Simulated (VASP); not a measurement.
Ti: single point with PBE

Crystal: Ti.

```xyz
2
Lattice="2.9500 0.0000 0.0000 -1.4750 2.5548 0.0000 0.0000 0.0000 4.6860" Properties=species:S:1:pos:R:3 pbc="T T T"
Ti    0.0000    1.7032    1.1715
Ti    1.4750    0.8516    3.5145
```

- Program: VASP 6.6.1
- Task: single point
- Functional: PBE
- Potentials or basis: VASP PAW PBE potentials, release 64 (Ti_sv)
- Cutoff: 520 eV
- k mesh: 14 × 14 × 8
- Occupations: fermi-dirac, width 0.15 eV
- Spin: no spin polarisation
- Dipole correction: no
- Further INCAR settings: ALGO = Normal; EDIFF = 1e-06; NBANDS = 19

* Pressure: -1.4 GPa
* Band gap on the k mesh: zero (bands 12 and 13 overlap by 1.03 eV)

Stress tensor (GPa, compression positive):
```
-1.36  0.00  0.00
 0.00 -1.36  0.00
 0.00  0.00 -1.54
```

Levels at points of the mesh, in eV from the Fermi level:
| k point | band 8 | band 9 | band 10 | band 11 | band 12 | band 13 | band 14 | band 15 | band 16 | band 17 |
| --- | --- | --- | --- | --- | --- | --- | --- | --- | --- | --- |
| (0.00, 0.00, 0.00) | -32.70 | -6.13 | -2.60 | 0.75 | 0.81 | 0.81 | 0.91 | 1.29 | 1.29 | 1.67 |
| (0.50, 0.00, 0.00) | -32.77 | -2.28 | -2.06 | -1.75 | -0.59 | 0.55 | 0.66 | 1.19 | 3.33 | 3.55 |
| (0.00, 0.00, 0.50) | -32.74 | -4.30 | -4.30 | 0.13 | 0.13 | 0.73 | 0.73 | 0.73 | 0.73 | 2.80 |
| (0.50, 0.00, 0.50) | -32.85 | -2.45 | -2.45 | -0.75 | -0.75 | 1.33 | 1.33 | 1.76 | 1.76 | 3.46 |

It took 100 s on 1 thread of Intel Xeon 8259CL (shared host), peak memory 0.2 GiB.
